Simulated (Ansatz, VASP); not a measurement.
# TaC in VASP and in Ansatz

```
Ta C
1.0
     0.00000    2.01973    2.01973
     2.01973    0.00000    2.01973
     2.01973    2.01973    0.00000
Ta C
1 1
Direct
  0.00000 0.00000 0.00000
  0.50000 0.50000 0.50000
```

Change from the starting cell: volume scaled by 0.75, PAW files.

Alike in both runs: task electric field gradients; functional PBE; k mesh 14 × 14 × 14; occupations fermi-dirac, width 0.05 eV; no spin polarisation.

```csv
,VASP,Ansatz
version,VASP 6.6.1,Ansatz 0.2.0
potentials or method,"VASP PAW PBE potentials, release 64 (Ta_pv, C)","PAW with Ansatz's default frozen-core files, scalar-relativistic"
plane-wave cutoff (eV),520,420
valence electrons in the cell,15,17
```

|  | VASP | Ansatz | Ansatz less VASP |
| --- | --- | --- | --- |
| pressure (GPa) | 191.5 | 188.2 | -3.30 |

Both programs put the cell under a high pressure, so it lies far from rest at this level. With one functional, cell and mesh, what is left measures potentials, basis and numerics. VASP's potentials hold 15 valence electrons a cell and Ansatz's 17, so a difference there can come from the potentials and not from the codes.

Neither program's run includes spin-orbit coupling. Noted on VASP's run: the cell as given lies far from equilibrium.
